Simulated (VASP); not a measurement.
# TaSBr in VASP: further runs

TaSBr is run at these levels: PBE; tasks: relaxation of cell and atoms, single point.

All numbers are computed with VASP 6.6.1; they aren't measurements. Logs are shortened: lines on timing, memory, paths and dates and some standing lists are left out, and cuts for length are marked.

## 1. The cell of the first run

Symmetry: P4/mmm, No. 123, tetragonal system. Conventional cell: a = 3.492 Å, b = 3.492 Å, c = 5.219 Å, α = 90.00°, β = 90.00°, γ = 90.00°. Within 3.3 Å of Ta (site symmetry 4/mmm) lie 4 S at 2.47 Å and 2 Br at 2.61 Å. S (site symmetry 4/mmm) has 4 Ta at 2.47 Å within 3.3 Å. Br (site symmetry 4/mmm) has 2 Ta at 2.61 Å within 3.4 Å.

## 2. Relaxation of cell and atoms, PBE

INCAR

```
PREC = Accurate
ENCUT = 600
EDIFF = 1E-7
ISMEAR = 0
SIGMA = 0.1
LREAL = False
LASPH = True
NELM = 100
ALGO = Normal
ISIF = 3
LWAVE = False
LCHARG = False
GGA = PE
IBRION = 2
NSW = 100
EDIFFG = -0.01
```

KPOINTS

```
Automatic mesh
0
Gamma
  14 14 10
```

POSCAR

```
TaSBr
1.0
    3.4916778555      0.0000000000      0.0000000000
    0.0000000000      3.4916778555      0.0000000000
    0.0000000000      0.0000000000      5.2187797410
Ta S Br
1 1 1
Direct
    0.5000000000      0.5000000000      0.5000000000
    0.0000000000      0.0000000000      0.5000000000
    0.5000000000      0.5000000000      0.0000000000
```

Potentials or basis: VASP PAW PBE potentials, release 64 (Ta_pv, S, Br).

The run is started by

```bash
> cat potpaw_PBE.64/Ta_pv/POTCAR potpaw_PBE.64/S/POTCAR potpaw_PBE.64/Br/POTCAR > POTCAR
> mpirun -np 1 vasp_std > vasp.out
```

OUTCAR:

```text
PREC = Accurate
   ENCUT = 600
   EDIFF = 1E-7
   ISMEAR = 0
   LREAL = False
   LASPH = True
   NELM = 100
   ISIF = 3
   GGA = PE
   IBRION = 2
   NSW = 100
   EDIFFG = -0.01

 ion  position               nearest neighbor table
   1  0.500  0.500  0.500-   2 2.47   2 2.47   2 2.47   2 2.47   3 2.61   3 2.61
   2  0.000  0.000  0.500-   1 2.47   1 2.47   1 2.47   1 2.47
   3  0.500  0.500  0.000-   1 2.61   1 2.61

  LATTYP: Found a simple tetragonal cell.
 ALAT       =     3.4916778555
 C/A-ratio  =     1.4946337998

  Lattice vectors:

 A1 = (   3.4916778555,   0.0000000000,   0.0000000000)
 A2 = (   0.0000000000,   3.4916778555,   0.0000000000)
 A3 = (   0.0000000000,   0.0000000000,   5.2187797410)

Analysis of symmetry for initial positions (statically):
=====================================================================
 Subroutine PRICEL returns:
 Original cell was already a primitive cell.

 Routine SETGRP: Setting up the symmetry group for a
 simple tetragonal supercell.

 Subroutine GETGRP returns: Found 16 space group operations
 (whereof 16 operations were pure point group operations)
 out of a pool of 16 trial point group operations.

The static configuration has the point symmetry D_4h.

Analysis of symmetry for dynamics (positions and initial velocities):
=====================================================================
 Subroutine PRICEL returns:
 Original cell was already a primitive cell.

 Routine SETGRP: Setting up the symmetry group for a
 simple tetragonal supercell.

 Subroutine GETGRP returns: Found 16 space group operations
 (whereof 16 operations were pure point group operations)
 out of a pool of 16 trial point group operations.

The dynamic configuration has the point symmetry D_4h.

 Subroutine INISYM returns: Found 16 space group operations
 (whereof 16 operations are pure point group operations),
 and found     1 'primitive' translations

----------------------------------------------------------------------------------------

                                     Primitive cell

  volume of cell :      63.6264

  direct lattice vectors                    reciprocal lattice vectors
     3.491677855  0.000000000  0.000000000     0.286395264  0.000000000  0.000000000
     0.000000000  3.491677855  0.000000000     0.000000000  0.286395264  0.000000000
     0.000000000  0.000000000  5.218779741     0.000000000  0.000000000  0.191615674

  length of vectors
     3.491677855  3.491677855  5.218779741     0.286395264  0.286395264  0.191615674

  position of ions in fractional coordinates (direct lattice)
     0.500000000  0.500000000  0.500000000
     0.000000000  0.000000000  0.500000000
     0.500000000  0.500000000  0.000000000

  ion indices of the primitive-cell ions
   primitive index   ion index
                 1           1
                 2           2
                 3           3

----------------------------------------------------------------------------------------

 KPOINTS: Automatic mesh

Automatic generation of k-mesh.
 Grid dimensions read from file:
 generate k-points for:   14   14   10

 Generating k-lattice:

  Cartesian coordinates                     Fractional coordinates (reciprocal lattice)
     0.020456805  0.000000000  0.000000000     0.071428571  0.000000000  0.000000000
     0.000000000  0.020456805  0.000000000     0.000000000  0.071428571  0.000000000
     0.000000000  0.000000000  0.019161567     0.000000000  0.000000000  0.100000000

  Length of vectors
     0.020456805  0.020456805  0.019161567

  Shift w.r.t. Gamma in fractional coordinates (k-lattice)
     0.000000000  0.000000000  0.000000000

 Subroutine IBZKPT returns following result:
 ===========================================

 Found    216 irreducible k-points:

 Following reciprocal coordinates:
            Coordinates               Weight
  0.000000  0.000000  0.000000      1.000000
  0.071429  0.000000  0.000000      4.000000
  0.142857  0.000000  0.000000      4.000000
  0.214286  0.000000  0.000000      4.000000
  0.285714  0.000000  0.000000      4.000000
  0.357143  0.000000  0.000000      4.000000
[... 16 lines left out ...]
  0.285714  0.214286  0.000000      8.000000
  0.357143  0.214286  0.000000      8.000000
 [... further k-points ...]
   k-points           NKPTS =    216   k-points in BZ     NKDIM =    216   number of bands    NBANDS=     16
   number of dos      NEDOS =    301   number of ions     NIONS =      3
   total plane-waves  NPLWV =  32928
   dimension x,y,z NGX =    28 NGY =   28 NGZ =   42
   dimension x,y,z NGXF=    56 NGYF=   56 NGZF=   84
   ions per type =               1   1   1
   NGX,Y,Z   is equivalent  to a cutoff of  13.33, 13.33, 13.38 a.u.
   NGXF,Y,Z  is equivalent  to a cutoff of  26.66, 26.66, 26.76 a.u.
 SYSTEM =  unknown system
   PREC   = accura    normal or accurate (medium, high low for compatibility)
   ISTART =      0    job   : 0-new  1-cont  2-samecut
   ICHARG =      2    charge: 1-file 2-atom 10-const
   ISPIN  =      1    spin polarized calculation?
   LNONCOLLINEAR =      F non collinear calculations
   LSORBIT =      F    spin-orbit coupling
   LASPH  =      T    aspherical Exc in radial PAW
   ENCUT  =  600.0 eV  44.10 Ry    6.64 a.u.   6.97  6.97 10.42*2*pi/ulx,y,z
   NELM   =    100;   NELMIN=  2; NELMDL= -5     # of ELM steps
   EDIFF  = 0.1E-06   stopping-criterion for ELM
   LREAL  =      F    real-space projection
   EDIFFG = -.1E-01   stopping-criterion for IOM
   NSW    =    100    number of steps for IOM
   IBRION =      2    ionic relax: 0-MD 1-quasi-New 2-CG
   NFREE  =      1    steps in history (QN), initial steepest desc. (CG)
   ISIF   =      3    stress and relaxation
   ISYM   =      2    0-nonsym 1-usesym 2-fastsym
   POTIM  = 0.5000    time-step for ionic-motion
   TEBEG  =    0.0;   TEEND  =   0.0 temperature during run
   PSTRESS=    0.0 pullay stress
   NELECT =      24.0000    total number of electrons
   NUPDOWN=      -1.0000    fix difference up-down
   EMIN   =  10.00;   EMAX   =-10.00  energy-range for DOS
   EFERMI =   0.00;   METHOD = LEGACY
   ISMEAR =     0;   SIGMA  =   0.10  broadening in eV -4-tet -1-fermi 0-gaus
   EFERMI_NEDOS =   21; number of points for ismear=-14 and -15
   IALGO  =     38    algorithm
   IMIX   =      4    mixing-type and parameters
     AMIX     =   0.40;   BMIX     =  1.00
     AMIX_MAG =   1.60;   BMIX_MAG =  1.00
  volume/ion in A,a.u.               =      21.21       143.12
  Fermi-wavevector in a.u.,A,eV,Ry     =   1.182859  2.235279 19.036650  1.399154
  Thomas-Fermi vector in A             =   2.319104
   LORBIT       =      0    0 simple, 1 ext, 2 COOP (PROOUT), +10 PAW based schemes
   GGA     = PE    functional components
   LHFCALC =     F    Hartree Fock is set to
   AEXX    =    0.0000 exact exchange contribution
   IVDW    =     0    specifies the selected vdW correction
   LEPSILON=     F    determine dielectric tensor
   LRPA    =     F    only Hartree local field effects (RPA)
 conjugate gradient relaxation of ions
 non-spin polarized calculation
 Gauss-broadening in eV      SIGMA  =   0.10
  energy-cutoff  :      600.00
  volume of cell :       63.63
 maximum number of plane-waves:      2144
 NGX is ok and might be reduce to    28
   NGX = 13   NGY = 13   NGZ = 21

--------------------------------------- Ionic step        1  -------------------------------------------

 number of electron      23.9999994 magnetization

 Free energy of the ion-electron system (eV)
  ---------------------------------------------------
  ext. energy  EPLUGINS =         0.00000000
  ---------------------------------------------------
  free energy    TOTEN  =       -19.10571848 eV

  energy without entropy =      -19.09471691  energy(sigma->0) =      -19.10021769

------------------------ aborting loop because EDIFF is reached ----------------------------------------

  FORCE on cell =-STRESS in cart. coord.  units (eV):
  Direction    XX          YY          ZZ          XY          YZ          ZX
  --------------------------------------------------------------------------------------
  -------------------------------------------------------------------------------------
  Total        0.0625060      0.0625060      0.0594530      0.0000000      0.0000000      0.0000000
  in kB        1.5739653      1.5739653      1.4970880      0.0000000      0.0000000      0.0000000
  external PRESSURE =       1.5483395 kB  Pullay stress =       0.0000000 kB

 VOLUME and BASIS-vectors are now :
 -----------------------------------------------------------------------------
  energy-cutoff  :      600.00
  volume of cell :       63.63
      direct lattice vectors                 reciprocal lattice vectors
     3.491677855  0.000000000  0.000000000     0.286395264  0.000000000  0.000000000
     0.000000000  3.491677855  0.000000000     0.000000000  0.286395264  0.000000000
     0.000000000  0.000000000  5.218779741     0.000000000  0.000000000  0.191615674
[... 38 lines left out ...]
 POSITION                                       TOTAL-FORCE (eV/Angst)
 -----------------------------------------------------------------------------------
      1.74759      1.74759      2.61188         0.000000      0.000000      0.000000
      0.00000      0.00000      2.61188        -0.000000      0.000000      0.000000
      1.74759      1.74759      0.00000        -0.000000      0.000000      0.000000
 -----------------------------------------------------------------------------------
    total drift:                                0.000000      0.000000      0.000000

  FREE ENERGIE OF THE ION-ELECTRON SYSTEM (eV)
  ---------------------------------------------------
  free  energy   TOTEN  =       -19.1057098565 eV

  energy  without entropy=      -19.0946595751  energy(sigma->0) =      -19.10018472

--------------------------------------- Ionic step        3  -------------------------------------------

 number of electron      23.9999994 magnetization

 Free energy of the ion-electron system (eV)
  ---------------------------------------------------
  ext. energy  EPLUGINS =         0.00000000
  ---------------------------------------------------
  free energy    TOTEN  =       -19.10576077 eV

  energy without entropy =      -19.09473628  energy(sigma->0) =      -19.10024852

 E-fermi :   5.4888     XC(G=0): -10.2673

 val. band max:        5.4797829842   @ k =   0.0714   0.0000   0.1000
 cond. band min:       5.5094526699   @ k =   0.4286   0.4286   0.5000
 fundamental gap:      0.0296696858
 Fermi energy:         5.4887563431

 k-point     1 :       0.0000    0.0000    0.0000
  band No.  band energies     occupation
      1     -30.5401      2.00000
      2     -30.4031      2.00000
      3     -30.4031      2.00000
      4     -11.4094      2.00000
      5      -9.6531      2.00000
      6      -0.9011      2.00000
[... 8 lines left out ...]
     15       5.2696      1.99806
     16       5.7277      0.00073
[... 419 lines left out ...]
 k-point    24 :       0.3571    0.2143    0.0000
  band No.  band energies     occupation
      1     -30.5277      2.00000
      2     -30.5073      2.00000
      3     -30.4410      2.00000
      4     -10.8519      2.00000
      5      -8.8282      2.00000
      6      -1.6701      2.00000
[... 8 lines left out ...]
     15       6.3625      0.00000
     16       8.0327      0.00000

 [... further k-points ...]
[... 5 lines left out ...]
  --------------------------------------------------------------------------------------
  -------------------------------------------------------------------------------------
  Total        0.0002933      0.0002933      0.0066696      0.0000000      0.0000000      0.0000000
  in kB        0.0073751      0.0073751      0.1677139      0.0000000      0.0000000      0.0000000
  external PRESSURE =       0.0608214 kB  Pullay stress =       0.0000000 kB

 VOLUME and BASIS-vectors are now :
 -----------------------------------------------------------------------------
  energy-cutoff  :      600.00
  volume of cell :       63.72
      direct lattice vectors                 reciprocal lattice vectors
     3.493326830  0.000000000  0.000000000     0.286260075  0.000000000 -0.000000000
     0.000000000  3.493326830  0.000000000     0.000000000  0.286260075  0.000000000
     0.000000000  0.000000000  5.221123974    -0.000000000  0.000000000  0.191529641

 POSITION                                       TOTAL-FORCE (eV/Angst)
 -----------------------------------------------------------------------------------
      1.74666      1.74666      2.61056         0.000000      0.000000      0.000000
      0.00000      0.00000      2.61056        -0.000000      0.000000      0.000000
      1.74666      1.74666      0.00000        -0.000000      0.000000      0.000000
 -----------------------------------------------------------------------------------
    total drift:                                0.000000      0.000000      0.000000

  FREE ENERGIE OF THE ION-ELECTRON SYSTEM (eV)
  ---------------------------------------------------
  free  energy   TOTEN  =       -19.1057607717 eV

  energy  without entropy=      -19.0947362761  energy(sigma->0) =      -19.10024852

 reached required accuracy - stopping structural energy minimisation
```

It took 7 min on 1 thread of Intel Xeon Platinum 8259CL at 2.50GHz (Skylake/Cascade Lake), shared host; peak memory 0.44 GiB.

What came out:

| Property | Result |
| --- | --- |
| Free energy | -19.1058 eV |
| Relaxed volume | 21.24 Å³/atom |
| Relaxed cell | a = 3.493 Å, b = 3.493 Å, c = 5.221 Å, α = 90.00°, β = 90.00°, γ = 90.00° |
| Space group after relaxing (to 0.05 Å) | P4/mmm (No. 123) |
| Energy gained by relaxing | 0.0 meV/atom |
| Ionic steps | 3 |
| Pressure after relaxing | 0.0 GPa |
| Band gap on the k mesh | zero (band 12 reaches 6.77 eV, above the bottom of band 13 at 3.45 eV) |

Final structure:
```
CELL_PARAMETERS angstrom
3.49333 0.00000 0.00000
0.00000 3.49333 0.00000
0.00000 0.00000 5.22112
ATOMIC_POSITIONS crystal
Ta 0.50000 0.50000 0.50000
S 0.00000 0.00000 0.50000
Br 0.50000 0.50000 0.00000
```

Levels at points of the mesh, in eV from the Fermi level:
```csv
k point,band 8,band 9,band 10,band 11,band 12,band 13,band 14,band 15,band 16
"(0.00, 0.00, 0.00)",-3.70,-3.44,-2.50,-2.27,-2.27,-0.83,-0.22,-0.22,0.24
"(0.50, 0.00, 0.00)",-5.14,-5.14,-5.07,-2.34,0.24,0.51,1.32,1.77,4.75
"(0.50, 0.50, 0.00)",-4.55,-3.89,-3.89,-3.21,-2.03,-2.03,0.46,1.48,2.08
"(0.00, 0.00, 0.50)",-3.42,-3.42,-3.41,-3.23,-3.23,-0.82,1.16,1.16,2.12
"(0.50, 0.00, 0.50)",-6.37,-6.09,-2.85,-2.74,1.25,1.47,1.99,3.55,3.74
"(0.50, 0.50, 0.50)",-5.51,-5.38,-5.38,-3.44,-0.15,-0.15,0.84,2.09,2.80
```

Caveat: spin-orbit coupling is left out, which moves the levels of the heavy elements.

## 3. Single point, PBE

INCAR

```
SYSTEM = TaSBr
ALGO = Normal ; EDIFF = 1E-7
ENCUT = 520 ; GGA = PE
ISIF = 2 ; ISMEAR = 0
LASPH = .True. ; LCHARG = .False.
LREAL = .False. ; LWAVE = .False.
NBANDS = 19 ; NELM = 100
PREC = Accurate ; SIGMA = 0.1
```

KPOINTS

```
k-points
0
Gamma
  4 4 4
  0 0 0
```

POSCAR

```
TaSBr
1.0
    3.4845968233      0.0000000000      0.0000000000
    0.0000000000      3.4845968233      0.0000000000
    0.0000000000      0.0000000000      5.2401502647
Ta S Br
1 1 1
Direct
    0.5000000000      0.5000000000      0.9137048610
    0.0000000000      0.0000000000     -0.0853876720
    0.5000000000      0.5000000000      0.4139783110
```

Potentials or basis: VASP PAW PBE potentials, release 64 (Ta_pv, S, Br).

The run is started by

```bash
> cat potpaw_PBE.64/Ta_pv/POTCAR potpaw_PBE.64/S/POTCAR potpaw_PBE.64/Br/POTCAR > POTCAR
> mpirun -np 1 vasp_std > vasp.out
```

Wall time 25 s (1 thread of Intel Xeon Platinum 8259CL at 2.50GHz (Skylake/Cascade Lake), shared host); peak memory 0.19 GiB.

The run converged. Its results:

* Free energy: -19.2040 eV
* Pressure: -0.3 GPa
* Largest force: 0.007 eV/Å
* Band gap on the k mesh: zero (band 12 reaches 6.72 eV, above the bottom of band 13 at 3.45 eV)

Forces in eV/Å, atoms in the order of the input:
```
Ta   0.000  0.000  0.006
S    0.000  0.000 -0.007
Br   0.000  0.000  0.001
```

Levels at points of the mesh, in eV from the Fermi level:
```tsv
k point	band 9	band 10	band 11	band 12	band 13	band 14	band 15	band 16
(0.00, 0.00, 0.00)	-3.63	-2.63	-2.30	-2.30	-0.99	-0.29	-0.29	0.15
(0.50, 0.00, 0.00)	-5.16	-5.08	-2.30	0.18	0.44	1.20	1.68	4.59
(0.50, 0.50, 0.00)	-3.98	-3.98	-3.41	-2.14	-2.14	0.38	1.37	1.98
(0.00, 0.00, 0.50)	-3.63	-3.60	-3.20	-3.20	-0.99	1.06	1.06	2.01
(0.50, 0.00, 0.50)	-6.31	-2.88	-2.81	1.13	1.39	1.90	3.43	3.62
(0.50, 0.50, 0.50)	-5.39	-5.39	-3.62	-0.27	-0.27	0.72	1.98	2.69
```

Caveat: the k points lie up to 0.45 Å⁻¹ apart; spin-orbit coupling is left out, which moves the levels of the heavy elements.
